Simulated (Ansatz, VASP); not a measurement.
**BiMo: VASP beside Ansatz**

```
Mo Bi
1.0
     0.00000    2.84448    2.84448
     2.84448    0.00000    2.84448
     2.84448    2.84448    0.00000
Mo Bi
1 1
Direct
  0.00000 0.00000 0.00000
  0.50000 0.50000 0.50000
```

Alike in both runs: task single point; functional PBEsol; k mesh 12 × 12 × 12; occupations fermi-dirac, width 0.05 eV; no spin polarisation.

|  | VASP | Ansatz |
| --- | --- | --- |
| version | VASP 6.6.1 | Ansatz 0.2.0 |
| potentials or method | VASP PAW PBE potentials, release 64 (Mo_sv, Bi_d), cutoff 520 eV | all-electron LAPW, scalar-relativistic |

```tsv
	VASP	Ansatz	Ansatz less VASP
pressure (GPa)	-4.6	-4.6	-0.08
```

VASP's potentials were made for PBE, not for PBEsol. Ansatz ran all-electron here, and VASP with PAW potentials.

Spin-orbit coupling is off throughout.
